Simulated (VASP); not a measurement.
Input of a VASP 6.6.1 run:

File INCAR:

```
ALGO = Normal
EDIFF = 1E-6
ENCUT = 520
GGA = RE
ISIF = 2
ISMEAR = -1
LASPH = True
LCHARG = True
LELF = True
LREAL = False
LVHAR = True
LWAVE = False
NBANDS = 17
NELM = 80
PREC = Accurate
SIGMA = 0.1
```

KPOINTS

```
k-points
0
Gamma
  15 15 8
```

Contents of POSCAR:

```
Pt
1.0
    2.8498542419      0.0000000000      0.0000000000
   -1.4249271210      2.4680461706      0.0000000000
    0.0000000000      0.0000000000      4.9030074564
Pt
2
Direct
    0.3333333333      0.6666666667      0.2500000000
    0.6666666667      0.3333333333      0.7500000000
```

Potentials or basis: VASP PAW PBE potentials, release 64 (Pt).

Run with:

```bash
$ cat potpaw_PBE.64/Pt/POTCAR > POTCAR
$ mpirun -np 1 vasp_std > vasp.out
```

(1) Predict the pressure.

(2) What does it give for the band gap on the k mesh?

Answers

(1) -14.5 GPa.

(2) zero (band 10 reaches 9.25 eV, above the bottom of band 11 at 8.21 eV).

Caveat: the PAW data sets were made with another functional, which shifts forces and pressure a little; spin-orbit coupling is left out, which moves the levels of the heavy elements.
